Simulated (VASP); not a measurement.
Runs of VASP 6.6.1 on Pd. The structure is that of space group Fm-3m (No. 225), or close to it. The cells are those of the table. 

```csv
task,cell,k mesh,cutoff (eV),smearing,ions in elastic constants,gap on the mesh (eV),pressure (GPa),relaxed volume (Å³/atom)
relaxation of cell and atoms,"relaxed from a = 2.714 Å, angles 60.0°, 1 atom",18 × 18 × 18,600,fermi-dirac 0.15 eV,-,none,0.0,14.21
single point,"a = 2.719 Å, angles 60.0°, 1 atom",8 × 8 × 8,520,gaussian 0.1 eV,-,none,0.3,-
single point,"a = 2.714 Å, angles 60.0°, 1 atom",18 × 18 × 18,520,gaussian 0.1 eV,-,none,0.3,-
single point,"a = 2.718 Å, angles 60.0°, 1 atom",18 × 18 × 18,520,fermi-dirac 0.15 eV,-,none,0.3,-
relaxation of cell and atoms,"relaxed from a = 2.719 Å, angles 60.0°, 1 atom",18 × 18 × 18,600,gaussian 0.1 eV,-,none,0.0,(a)
```

Alike in all rows: level LDA; potentials or basis VASP PAW LDA potentials, release 64 (Pd); no spin polarisation.

Problem. Estimate the missing entries.

Solution. (a) 14.16.

A k mesh can miss the band edges, and the runs leave out spin-orbit coupling on Pd.

A gap of «none» marks levels without a gap at the run's occupations.
